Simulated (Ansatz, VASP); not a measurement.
This is a calculation of Os for VASP 6.6.1.

Contents of POSCAR:

```
Os
1.0
    2.6782863798      0.0000000000      0.0000000000
   -1.3391431899      2.3194640436      0.0000000000
    0.0000000000      0.0000000000      4.2315181138
Os
2
Direct
    0.6666666667      0.3333333333      0.7500000000
    0.3333333333      0.6666666667      0.2500000000
```

The input INCAR.step1:

```
PREC     = Accurate       # precision mode
ENCUT    = 520            # plane-wave cutoff, eV
EDIFF    = 1E-5           # SCF threshold, eV
ISMEAR   = -1             # smearing method
SIGMA    = 0.05           # smearing width, eV
LREAL    = F              # projectors in reciprocal space
LASPH    = T              # aspherical terms in the spheres
NELM     = 60             # most SCF steps
ALGO     = Normal         # electronic algorithm
ISIF     = 2              # what is computed and relaxed
LWAVE    = T              # write WAVECAR
LCHARG   = F              # write CHGCAR
NBANDS   = 15             # bands
GGA      = PE             # functional
```

INCAR.step2

```
PREC     = Accurate       # precision mode
ENCUT    = 520            # plane-wave cutoff, eV
EDIFF    = 1E-6           # SCF threshold, eV
ISMEAR   = -1             # smearing method
SIGMA    = 0.05           # smearing width, eV
LREAL    = F              # projectors in reciprocal space
LASPH    = T              # aspherical terms in the spheres
NELM     = 60             # most SCF steps
ALGO     = Normal         # electronic algorithm
ISIF     = 2              # what is computed and relaxed
LWAVE    = F              # write WAVECAR
LCHARG   = F              # write CHGCAR
GGA      = PS             # functional
LHFCALC  = T              # exact exchange
AEXX     = 0.25           # exact-exchange fraction
PRECFOCK = Normal       
NBANDS   = 15             # bands
ISTART   = 1
```

File KPOINTS:

```
regular mesh
0
Gamma
  6 6 3
```

Potentials or basis: VASP PAW PBE potentials, release 64 (Os).

Run with:

```console
$ cat potpaw_PBE.64/Os/POTCAR > POTCAR
$ cp INCAR.step1 INCAR
$ mpirun -np 1 vasp_std > vasp.out
$ cp INCAR.step2 INCAR
$ mpirun -np 1 vasp_std > vasp.out
```

Q: Translate it to Ansatz 0.2.0. Potentials there: Ansatz PAW.

A: As run (the cutoff follows the program's own potentials):

Contents of input.yaml:

```yaml
crystal:
  lattice:
    - [2.6782863798, 0.0, 0.0]
    - [-1.3391431899, 2.3194640436, 0.0]
    - [0.0, 0.0, 4.2315181138]
  atoms:
    - { symbol: Os, position: [0.6666666667, 0.3333333333, 0.75] }
    - { symbol: Os, position: [0.3333333333, 0.6666666667, 0.25] }
hamiltonian:
  xc: { exchange: pbesol, correlation: pbesol, exx: { coeff: 0.25 } }
  pseudopotentials: { kind: paw }
kpoints:
  mp_grid: { grid: [6, 6, 3] }
scf:
  occupations: { method: fermi_dirac, width: 0.05 }
output:
  forces: true
  stress: true
  eigenvalues: true
```

Potentials or basis: Ansatz PAW.

Run with:

```bash
$ ansatz run input.yaml --threads 2 --pin off --max-ram 5632MiB --backend cpu --events-out ev --progress --plain --runs-dir out
```

Both were run:

|  | VASP | Ansatz | Ansatz less VASP |
| --- | --- | --- | --- |
| gap on the k mesh at the Fermi level (eV) | none | none | - |
| pressure (GPa) | 19.7 | 17.2 | -2.48 |
| traceless stress, the component that is largest in VASP (GPa) | -3.71 | -4.20 | -0.491 |

VASP's potentials were made for PBE, not for PBEsol-based global hybrid. A gap of «none» marks a metal or a gap that the smearing closes. With one functional, cell and mesh, what is left measures potentials, basis and numerics. VASP's potentials hold 16 valence electrons a cell and Ansatz's 32, so a difference there can come from the potentials and not from the codes.

The k mesh is coarse, so the values compare programs but aren't converged. Neither program's run includes spin-orbit coupling.
